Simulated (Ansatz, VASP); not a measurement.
## One calculation of SrVO3, two programs

INCAR

```
  ALGO = Normal
  EDIFF = 1E-6
  ENCUT = 520
  GGA = PE
  ISIF = 2
  ISMEAR = 0
  ISPIN = 2
  LASPH = True
  LCHARG = True
  LDAU = True
  LDAUJ = 0 0 0
  LDAUL = -1 2 -1
  LDAUPRINT = 1
  LDAUTYPE = 2
  LDAUU = 0 3.25 0
  LELF = True
  LMAXMIX = 4
  LORBIT = 11
  LREAL = False
  LVHAR = True
  LWAVE = False
  MAGMOM = 0 0.95 -0.08 -0.01 -0.01
  NBANDS = 32
  NELM = 150
  PREC = Accurate
  SIGMA = 0.1
```

Contents of KPOINTS:

```
k-points
0
Gamma
  6 6 6
```

Contents of POSCAR:

```
SrVO3
1.0
    3.9462000000      0.0000000000      0.0000000000
    0.0000000000      3.9462000000      0.0000000000
    0.0000000000      0.0000000000      3.9462000000
Sr V O
1 1 3
Direct
    0.0000000000      0.0000000000      0.0000000000
    0.5000000000      0.5000000000      0.5000000000
    0.5000000000      0.5000000000      0.0000000000
    0.5000000000      0.0000000000      0.5000000000
    0.0000000000      0.5000000000      0.5000000000
```

Input for Ansatz:

```yaml
crystal:
  lattice:
    - [3.9462, 0, 0]
    - [0, 3.9462, 0]
    - [0, 0, 3.9462]
  atoms:
    - { symbol: Sr, position: [0, 0, 0] }
    - { symbol: V, position: [0.5, 0.5, 0.5], spin: 1.0 }
    - { symbol: O, position: [0.5, 0.5, 0] }
    - { symbol: O, position: [0.5, 0, 0.5] }
    - { symbol: O, position: [0, 0.5, 0.5] }
kpoints:
  mp_grid: { grid: [6, 6, 6], shift: [0, 0, 0] }
hamiltonian:
  xc: pbe
  pseudopotentials: { kind: paw }
  hubbard:
    occupation_matrices:
      up:
        matrix:
          - [0.3, 0, 0, 0, 0]
          - [0, 0.2, 0, 0, 0]
          - [0, 0, 0.2, 0, 0]
          - [0, 0, 0, 0.3, 0]
          - [0, 0, 0, 0, 0.9]
      dn:
        matrix:
          - [0.25, 0, 0, 0, 0]
          - [0, 0.1, 0, 0, 0]
          - [0, 0, 0.1, 0, 0]
          - [0, 0, 0, 0.25, 0]
          - [0, 0, 0, 0, 0.1]
    sites:
      - { site: 1, l: d, u_eff: 3.25, starting_ns: [{ spin: up, occupation_matrix: up }, { spin: down, occupation_matrix: dn }] }
magnetization:
  spin_polarized: true
scf:
  occupations: { method: gaussian, width: 0.1 }
```

Alike in both runs: task single point; functional PBE; k mesh 6 × 6 × 6; occupations gaussian, width 0.1 eV; collinear spin; Hubbard terms V d U = 3.25 eV.

|  | VASP | Ansatz |
| --- | --- | --- |
| version | VASP 6.6.1 | Ansatz development build ahead of 0.2.0 |
| potentials or method | VASP PAW PBE potentials, release 64 (Sr_sv, V_sv, O) | PAW (an earlier, plane waves, scalar-relativistic |
| plane-wave cutoff (eV) | 520 | 930 |

VASP gave:

```
net moment per atom (μB)                                      : 0.20
size of the moment on the site where the two differ most (μB) : 1.16
```

Which values does Ansatz return?

net moment per atom (μB): 0.20; size of the moment on the site where the two differ most (μB): 0.86.

Site moments also hang on the region over which each program counts them. The programs project onto different local orbitals, so the same U acts differently, and such runs can settle in different states. Ansatz's warnings: filled band counts differ across k points.
